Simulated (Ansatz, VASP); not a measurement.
**SnO in VASP and in Ansatz**

File INCAR:

```
SYSTEM = SnO
ALGO     = Normal         ! electronic algorithm
EDIFF    = 1E-6           ! SCF threshold, eV
ENCUT    = 520            ! plane-wave cutoff, eV
GGA      = PE             ! functional
ISIF     = 2              ! what is computed and relaxed
ISMEAR   = 0              ! smearing method
LASPH    = .TRUE.         ! aspherical terms in the spheres
LCHARG   = .FALSE.        ! write CHGCAR
LREAL    = .FALSE.        ! projectors in reciprocal space
LWAVE    = .FALSE.        ! write WAVECAR
NBANDS   = 28             ! bands
NELM     = 80             ! most SCF steps
PREC     = Accurate       ! precision mode
SIGMA    = 0.05           ! smearing width, eV
```

File KPOINTS:

```
k-points
0
G
  10 10 8
  0 0 0
```

The input POSCAR:

```
SnO
1.0
    3.8101481901      0.0000000000      0.0000000000
    0.0000000000      3.8101481901      0.0000000000
    0.0000000000      0.0000000000      5.0672768981
Sn O
2 2
Direct
    0.0000000000      0.5000000000      0.2287361932
    0.5000000000      0.0000000000      0.7712638068
    0.0000000000      0.0000000000      0.0000000000
    0.5000000000      0.5000000000      0.0000000000
```

Input for Ansatz:

```yaml
crystal:
  lattice:
    - [3.8101481901, 0.0, 0.0]
    - [0.0, 3.8101481901, 0.0]
    - [0.0, 0.0, 5.0672768981]
  atoms:
    - { symbol: Sn, position: [0.0, 0.5, 0.2287361932] }
    - { symbol: Sn, position: [0.5, 0.0, 0.7712638068] }
    - { symbol: O, position: [0.0, 0.0, 0.0] }
    - { symbol: O, position: [0.5, 0.5, 0.0] }
basis:
  ecutwfc: 420
kpoints:
  mp_grid: { grid: [10, 10, 8] }
hamiltonian:
  xc: pbe
scf:
  occupations: { method: gaussian, width: 0.05 }
output:
  forces: true
  stress: true
  eigenvalues: true
```

Change from the starting cell: strain -0.015 along x and y, +0.000 along z, atoms carried along.

Alike in both runs: task single point; functional PBE; k mesh 10 × 10 × 8; occupations gaussian, width 0.05 eV; no spin polarisation.

|  | VASP | Ansatz |
| --- | --- | --- |
| version | VASP 6.6.1 | Ansatz 0.2.0 |
| potentials or method | VASP PAW PBE potentials, release 64 (Sn_d, O), cutoff 520 eV | scalar-relativistic, plane waves, PAW |
| valence electrons in the cell | 40 | 40 |

```csv
,VASP,Ansatz,Ansatz less VASP
gap on the k mesh at the Fermi level (eV),0.36,0.35,-0.010
least direct gap on the mesh (eV),1.95,1.98,+0.031
pressure (GPa),3.1,2.9,-0.22
"traceless stress, the component that is largest in VASP (GPa)",-1.07,-1.10,-0.024
rms of the force components (eV/Å),0.172,0.138,-0.0347
```

Atom by atom the forces differ by 0.035 eV/Å (rms over components).
